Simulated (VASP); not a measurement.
# CsCdCl3 (P4mm) in VASP: notebook

The runs below take CsCdCl3 through single point, with LDA.

All numbers are computed with VASP 6.6.1; they aren't measurements. Logs are shortened: lines on timing, memory, paths and dates and some standing lists are left out, and cuts for length are marked.

**1. The cell of the first run**

Symmetry: P4mm, No. 99, tetragonal system. Conventional cell: a = 5.200 Å, b = 5.200 Å, c = 5.200 Å, α = 90.00°, β = 90.00°, γ = 90.00°. Within 4.6 Å of Cs (site symmetry 4mm) lie 12 Cl at 3.38 to 4.00 Å and 8 Cd at 4.50 Å. Within 2.9 Å of Cd (site symmetry 4mm) lie 5 Cl at 2.16 to 2.64 Å. Within 3.5 Å of Cl (site symmetry 2mm) lie 2 Cd at 2.64 Å and 2 Cs at 3.38 Å. Cl (site symmetry 4mm) has 1 Cd at 2.16 Å within 2.9 Å.

**2. Single point, LDA (all Cl atoms moved +0.438 Å, as atom 3 along Cartesian [0 0 1])**

The input, INCAR:

```
ALGO = Normal
EDIFF = 1E-6
ENCUT = 520
GGA = CA
ISIF = 2
ISMEAR = 0
LASPH = True
LCHARG = False
LREAL = False
LWAVE = False
NBANDS = 29
NELM = 60
PREC = Accurate
SIGMA = 0.05
```

The input, KPOINTS:

```
k-points
0
Gamma
  6 6 6
```

The input, POSCAR:

```
CsCdCl3
1.0
    5.2000000000      0.0000000000      0.0000000000
    0.0000000000      5.2000000000      0.0000000000
    0.0000000000      0.0000000000      5.2000000000
Cs Cd Cl
1 1 3
Direct
    0.0000000000      0.0000000000      0.0000000000
    0.5000000000      0.5000000000      0.5000000000
    0.0000000000      0.5000000000      0.5841346154
    0.5000000000      0.0000000000      0.5841346154
    0.5000000000      0.5000000000      0.0841346154
```

Potentials or basis: VASP PAW LDA potentials, release 64 (Cs_sv, Cd, Cl).

Launch:

```console
> cat potpaw_LDA.64/Cs_sv/POTCAR potpaw_LDA.64/Cd/POTCAR potpaw_LDA.64/Cl/POTCAR > POTCAR
> mpirun -np 1 vasp_std > vasp.out
```

OUTCAR:

```text
EDIFF = 1E-6
   ENCUT = 520
   GGA = CA
   ISIF = 2
   ISMEAR = 0
   LASPH = True
   LREAL = False
   NELM = 60
   PREC = Accurate

 ion  position               nearest neighbor table
   1  0.000  0.000  0.000-
   2  0.500  0.500  0.500-   5 2.16   4 2.64   3 2.64   4 2.64   3 2.64   5 3.04
   3  0.000  0.500  0.584-   2 2.64   2 2.64
   4  0.500  0.000  0.584-   2 2.64   2 2.64
   5  0.500  0.500  0.084-   2 2.16   2 3.04

  LATTYP: Found a simple cubic cell.
 ALAT       =     5.2000000000

  Lattice vectors:

 A1 = (   5.2000000000,   0.0000000000,   0.0000000000)
 A2 = (   0.0000000000,   5.2000000000,   0.0000000000)
 A3 = (   0.0000000000,   0.0000000000,   5.2000000000)

Analysis of symmetry for initial positions (statically):
=====================================================================
 Subroutine PRICEL returns:
 Original cell was already a primitive cell.

 Routine SETGRP: Setting up the symmetry group for a
 simple cubic supercell.

 Subroutine GETGRP returns: Found  8 space group operations
 (whereof  8 operations were pure point group operations)
 out of a pool of 48 trial point group operations.

The static configuration has the point symmetry C_4v.

Analysis of symmetry for dynamics (positions and initial velocities):
=====================================================================
 Subroutine PRICEL returns:
 Original cell was already a primitive cell.

 Routine SETGRP: Setting up the symmetry group for a
 simple cubic supercell.

 Subroutine GETGRP returns: Found  8 space group operations
 (whereof  8 operations were pure point group operations)
 out of a pool of 48 trial point group operations.

The dynamic configuration has the point symmetry C_4v.

 Subroutine INISYM returns: Found  8 space group operations
 (whereof  8 operations are pure point group operations),
 and found     1 'primitive' translations

----------------------------------------------------------------------------------------

                                     Primitive cell

  volume of cell :     140.6080

  direct lattice vectors                    reciprocal lattice vectors
     5.200000000  0.000000000  0.000000000     0.192307692  0.000000000  0.000000000
     0.000000000  5.200000000  0.000000000     0.000000000  0.192307692  0.000000000
     0.000000000  0.000000000  5.200000000     0.000000000  0.000000000  0.192307692

  length of vectors
     5.200000000  5.200000000  5.200000000     0.192307692  0.192307692  0.192307692

  position of ions in fractional coordinates (direct lattice)
     0.000000000  0.000000000  0.000000000
     0.500000000  0.500000000  0.500000000
     0.000000000  0.500000000  0.584134615
     0.500000000  0.000000000  0.584134615
     0.500000000  0.500000000  0.084134615

  ion indices of the primitive-cell ions
   primitive index   ion index
                 1           1
                 2           2
                 3           3
                 4           4
                 5           5

----------------------------------------------------------------------------------------

 KPOINTS: k-points

Automatic generation of k-mesh.
 Grid dimensions read from file:
 generate k-points for:    6    6    6

 Generating k-lattice:

  Cartesian coordinates                     Fractional coordinates (reciprocal lattice)
     0.032051282  0.000000000  0.000000000     0.166666667  0.000000000  0.000000000
     0.000000000  0.032051282  0.000000000     0.000000000  0.166666667  0.000000000
     0.000000000  0.000000000  0.032051282     0.000000000  0.000000000  0.166666667

  Length of vectors
     0.032051282  0.032051282  0.032051282

  Shift w.r.t. Gamma in fractional coordinates (k-lattice)
     0.000000000  0.000000000  0.000000000

 Subroutine IBZKPT returns following result:
 ===========================================

 Found     40 irreducible k-points:

 Following reciprocal coordinates:
            Coordinates               Weight
  0.000000  0.000000  0.000000      1.000000
  0.166667  0.000000  0.000000      4.000000
  0.000000  0.000000  0.166667      2.000000
  0.333333  0.000000  0.000000      4.000000
  0.000000  0.000000  0.333333      2.000000
  0.500000  0.000000  0.000000      2.000000
[... 16 lines left out ...]
  0.166667  0.166667  0.166667      8.000000
  0.333333  0.166667  0.166667     16.000000
 [... further k-points ...]
   k-points           NKPTS =     40   k-points in BZ     NKDIM =     40   number of bands    NBANDS=     29
   number of dos      NEDOS =    301   number of ions     NIONS =      5
   total plane-waves  NPLWV =  64000
   dimension x,y,z NGX =    40 NGY =   40 NGZ =   40
   dimension x,y,z NGXF=    80 NGYF=   80 NGZF=   80
   ions per type =               1   1   3
   NGX,Y,Z   is equivalent  to a cutoff of  12.79, 12.79, 12.79 a.u.
   NGXF,Y,Z  is equivalent  to a cutoff of  25.58, 25.58, 25.58 a.u.
 SYSTEM =  unknown system
   PREC   = accura    normal or accurate (medium, high low for compatibility)
   ISTART =      0    job   : 0-new  1-cont  2-samecut
   ICHARG =      2    charge: 1-file 2-atom 10-const
   ISPIN  =      1    spin polarized calculation?
   LNONCOLLINEAR =      F non collinear calculations
   LSORBIT =      F    spin-orbit coupling
   LASPH  =      T    aspherical Exc in radial PAW
   ENCUT  =  520.0 eV  38.22 Ry    6.18 a.u.   9.67  9.67  9.67*2*pi/ulx,y,z
   NELM   =     60;   NELMIN=  2; NELMDL= -5     # of ELM steps
   EDIFF  = 0.1E-05   stopping-criterion for ELM
   LREAL  =      F    real-space projection
   EDIFFG = 0.1E-04   stopping-criterion for IOM
   NSW    =      0    number of steps for IOM
   IBRION =     -1    ionic relax: 0-MD 1-quasi-New 2-CG
   NFREE  =      0    steps in history (QN), initial steepest desc. (CG)
   ISIF   =      2    stress and relaxation
   ISYM   =      2    0-nonsym 1-usesym 2-fastsym
   POTIM  = 0.5000    time-step for ionic-motion
   TEBEG  =    0.0;   TEEND  =   0.0 temperature during run
   PSTRESS=    0.0 pullay stress
   NELECT =      42.0000    total number of electrons
   NUPDOWN=      -1.0000    fix difference up-down
   EMIN   =  10.00;   EMAX   =-10.00  energy-range for DOS
   EFERMI =   0.00;   METHOD = LEGACY
   ISMEAR =     0;   SIGMA  =   0.05  broadening in eV -4-tet -1-fermi 0-gaus
   EFERMI_NEDOS =   21; number of points for ismear=-14 and -15
   IALGO  =     38    algorithm
   IMIX   =      4    mixing-type and parameters
     AMIX     =   0.40;   BMIX     =  1.00
     AMIX_MAG =   1.60;   BMIX_MAG =  1.00
  volume/ion in A,a.u.               =      28.12       189.77
  Fermi-wavevector in a.u.,A,eV,Ry     =   1.094346  2.068014 16.294239  1.197593
  Thomas-Fermi vector in A             =   2.230649
   LORBIT       =      0    0 simple, 1 ext, 2 COOP (PROOUT), +10 PAW based schemes
   GGA     = CA    functional components
   LHFCALC =     F    Hartree Fock is set to
   AEXX    =    0.0000 exact exchange contribution
   IVDW    =     0    specifies the selected vdW correction
   LEPSILON=     F    determine dielectric tensor
   LRPA    =     F    only Hartree local field effects (RPA)
 non-spin polarized calculation
 Gauss-broadening in eV      SIGMA  =   0.05
  energy-cutoff  :      520.00
  volume of cell :      140.61
 maximum number of plane-waves:      3840
 NGX is ok and might be reduce to    40
   NGX = 19   NGY = 19   NGZ = 19

 number of electron      42.0000008 magnetization

 Free energy of the ion-electron system (eV)
  ---------------------------------------------------
  ext. energy  EPLUGINS =         0.00000000
  ---------------------------------------------------
  free energy    TOTEN  =       -16.20900907 eV

  energy without entropy =      -16.20900907  energy(sigma->0) =      -16.20900907

 E-fermi :   0.1039     XC(G=0):  -9.1071

 val. band max:       -0.1930181949   @ k =   0.5000   0.5000   0.5000
 cond. band min:       1.7043442062   @ k =   0.0000   0.0000   0.0000
 fundamental gap:      1.8973624011
 Fermi energy:         0.1038657289

 k-point     1 :       0.0000    0.0000    0.0000
  band No.  band energies     occupation
      1     -18.9791      2.00000
      2     -13.9568      2.00000
      3     -13.2743      2.00000
      4     -12.9887      2.00000
      5      -6.8927      2.00000
      6      -6.8927      2.00000
[... 21 lines left out ...]
     28       7.1441      0.00000
     29      10.4862      0.00000

 k-point     2 :       0.1667    0.0000    0.0000
  band No.  band energies     occupation
      1     -18.9762      2.00000
      2     -13.9493      2.00000
      3     -13.2527      2.00000
      4     -13.0033      2.00000
      5      -6.9225      2.00000
      6      -6.8922      2.00000
[... 21 lines left out ...]
     28       7.5436      0.00000
     29       9.9905      0.00000

 k-point     3 :       0.0000    0.0000    0.1667
  band No.  band energies     occupation
      1     -18.9767      2.00000
      2     -13.9145      2.00000
      3     -13.2992      2.00000
      4     -12.9870      2.00000
      5      -6.9291      2.00000
      6      -6.9106      2.00000
[... 21 lines left out ...]
     28       7.4247      0.00000
     29      10.5202      0.00000

 k-point     4 :       0.3333    0.0000    0.0000
  band No.  band energies     occupation
      1     -18.9703      2.00000
      2     -13.9355      2.00000
      3     -13.1982      2.00000
      4     -13.0415      2.00000
      5      -7.0327      2.00000
      6      -6.8911      2.00000
[... 21 lines left out ...]
     28       8.3672      0.00000
     29       9.1507      0.00000

 k-point     5 :       0.0000    0.0000    0.3333
  band No.  band energies     occupation
      1     -18.9718      2.00000
      2     -13.8162      2.00000
      3     -13.3615      2.00000
      4     -12.9838      2.00000
      5      -7.2606      2.00000
      6      -6.9441      2.00000
[... 21 lines left out ...]
     28       8.1475      0.00000
     29       9.7363      0.00000
[... 510 lines left out ...]
     28       8.3661      0.00000
     29       8.5709      0.00000

 k-point    22 :       0.0000    0.5000    0.5000
  band No.  band energies     occupation
      1     -18.9599      2.00000
      2     -13.7613      2.00000
      3     -13.1990      2.00000
      4     -13.0869      2.00000
      5      -7.4523      2.00000
      6      -6.9377      2.00000
[... 21 lines left out ...]
     28       8.4129      0.00000
     29       8.6906      0.00000

 k-point    23 :       0.1667    0.1667    0.1667
  band No.  band energies     occupation
      1     -18.9713      2.00000
      2     -13.9001      2.00000
      3     -13.2517      2.00000
      4     -13.0139      2.00000
      5      -7.0024      2.00000
      6      -6.9362      2.00000
[... 21 lines left out ...]
     28       8.0705      0.00000
     29       9.4352      0.00000

 k-point    24 :       0.3333    0.1667    0.1667
  band No.  band energies     occupation
      1     -18.9659      2.00000
      2     -13.8855      2.00000
      3     -13.1937      2.00000
      4     -13.0479      2.00000
      5      -7.0922      2.00000
      6      -6.9490      2.00000
[... 21 lines left out ...]
     28       8.4374      0.00000
     29       8.8845      0.00000

 [... further k-points ...]

------------------------ aborting loop because EDIFF is reached ----------------------------------------

  FORCE on cell =-STRESS in cart. coord.  units (eV):
  Direction    XX          YY          ZZ          XY          YZ          ZX
  --------------------------------------------------------------------------------------
  -------------------------------------------------------------------------------------
  Total       -1.3607626     -1.3607626      7.0918446      0.0000000      0.0000000      0.0000000
  in kB      -15.5053980    -15.5053980     80.8090060      0.0000000      0.0000000      0.0000000
  external PRESSURE =      16.5994033 kB  Pullay stress =       0.0000000 kB

 VOLUME and BASIS-vectors are now :
 -----------------------------------------------------------------------------
  energy-cutoff  :      520.00
  volume of cell :      140.61
      direct lattice vectors                 reciprocal lattice vectors
     5.200000000  0.000000000  0.000000000     0.192307692  0.000000000  0.000000000
     0.000000000  5.200000000  0.000000000     0.000000000  0.192307692  0.000000000
     0.000000000  0.000000000  5.200000000     0.000000000  0.000000000  0.192307692

 POSITION                                       TOTAL-FORCE (eV/Angst)
 -----------------------------------------------------------------------------------
      0.00000      0.00000      0.00000         0.000000      0.000000      0.313411
      2.60000      2.60000      2.60000        -0.000000     -0.000000      3.662049
      0.00000      2.60000      3.03750         0.000000      0.000000     -0.030685
      2.60000      0.00000      3.03750         0.000000      0.000000     -0.030685
      2.60000      2.60000      0.43750         0.000000      0.000000     -3.914090
 -----------------------------------------------------------------------------------
    total drift:                                0.000000      0.000000     -0.000923

  FREE ENERGIE OF THE ION-ELECTRON SYSTEM (eV)
  ---------------------------------------------------
  free  energy   TOTEN  =       -16.2090090747 eV

  energy  without entropy=      -16.2090090747  energy(sigma->0) =      -16.20900907
```

Run time: 2.7 min. Hardware: 1 thread of Intel Xeon 6975P-C (Granite Rapids), shared host; peak memory 0.29 GiB.

What came out:

- Free energy: -16.2090 eV
- Pressure: 1.7 GPa
- Largest force: 3.914 eV/Å
- Band gap on the k mesh: 1.90 eV (least direct gap 2.23 eV)

Forces on the atoms (eV/Å):
```
Cs   0.000  0.000  0.313
Cd   0.000  0.000  3.662
Cl   0.000  0.000 -0.031
Cl   0.000  0.000 -0.031
Cl   0.000  0.000 -3.914
```

Caveat: the cell differs from its parent crystal (all Cl atoms moved +0.438 Å, as atom 3 along Cartesian [0 0 1]); the stress differs along the axes, from -2 to 8 GPa; spin-orbit coupling is left out, which moves the levels of the heavy elements; forces of over 1 eV/Å act on the atoms, so gaps and moduli don't describe the material at rest. A k mesh can miss the band edges.

**3. Single point, LDA (all Cl atoms moved +0.312 Å, as atom 3 along Cartesian [0 0 1])**

The input, INCAR:

```
SYSTEM = CsCdCl3
PREC = Accurate
ENCUT = 520
EDIFF = 1E-6
ISMEAR = 0
SIGMA = 0.05
LREAL = .FALSE.
LASPH = .TRUE.
NELM = 60
ALGO = Normal
ISIF = 2
LWAVE = .FALSE.
LCHARG = .FALSE.
NBANDS = 29
```

The input, KPOINTS:

```
Automatic mesh
0
G
  6 6 6
  0 0 0
```

The input, POSCAR:

```
CsCdCl3
1.0
    5.2000000000      0.0000000000      0.0000000000
    0.0000000000      5.2000000000      0.0000000000
    0.0000000000      0.0000000000      5.2000000000
Cs Cd Cl
1 1 3
Direct
    0.0000000000      0.0000000000      0.0000000000
    0.5000000000      0.5000000000      0.5000000000
    0.0000000000      0.5000000000      0.5600961538
    0.5000000000      0.0000000000      0.5600961538
    0.5000000000      0.5000000000      0.0600961538
```

Potentials or basis: VASP PAW LDA potentials, release 64 (Cs_sv, Cd, Cl).

Launch:

```console
> cat potpaw_LDA.64/Cs_sv/POTCAR potpaw_LDA.64/Cd/POTCAR potpaw_LDA.64/Cl/POTCAR > POTCAR
> mpirun -np 1 vasp_std > vasp.out
```

It took 2.5 min on 1 thread of Intel Xeon 6975P-C (Granite Rapids), shared host; peak memory 0.29 GiB.

The run converged. Its results:

```yaml
Free_energy: -16.5679 eV
Pressure: -0.1 GPa
Largest_force: 1.970 eV/Å
Band_gap_on_the_k_mesh: 1.74 eV (least direct gap 2.18 eV)
```

Forces in eV/Å, atoms in the order of the input:
```
Cs   0.000  0.000  0.200
Cd   0.000  0.000  1.760
Cl   0.000  0.000  0.005
Cl   0.000  0.000  0.005
Cl   0.000  0.000 -1.970
```

Stress tensor (GPa, compression positive):
```
-1.65  0.00  0.00
 0.00 -1.65  0.00
 0.00  0.00  2.96
```

Levels at points of the mesh, in eV from the valence-band top:
```csv
k point,band 17,band 18,band 19,band 20,band 21,band 22,band 23,band 24,band 25,band 26
"(0.00, 0.00, 0.00)",-0.90,-0.83,-0.49,-0.49,-0.45,1.74,5.59,5.99,6.02,7.21
"(0.50, 0.00, 0.00)",-1.15,-0.84,-0.82,-0.78,-0.71,4.38,6.89,7.28,7.68,7.84
"(0.00, 0.00, 0.50)",-1.05,-0.93,-0.93,-0.76,-0.76,4.20,7.02,7.35,7.75,8.13
"(0.50, 0.50, 0.00)",-1.18,-1.01,-1.01,-0.24,-0.01,6.14,7.19,7.19,7.72,7.92
"(0.00, 0.50, 0.50)",-1.04,-0.97,-0.94,-0.30,-0.05,5.98,7.02,7.39,7.69,8.25
"(0.50, 0.50, 0.50)",-0.29,-0.29,-0.22,-0.07,0.00,5.79,5.79,5.95,7.29,7.71
```

Caveat: the cell differs from its parent crystal (all Cl atoms moved +0.312 Å, as atom 3 along Cartesian [0 0 1]); spin-orbit coupling is left out, which moves the levels of the heavy elements; forces of over 1 eV/Å act on the atoms, so gaps and moduli don't describe the material at rest.
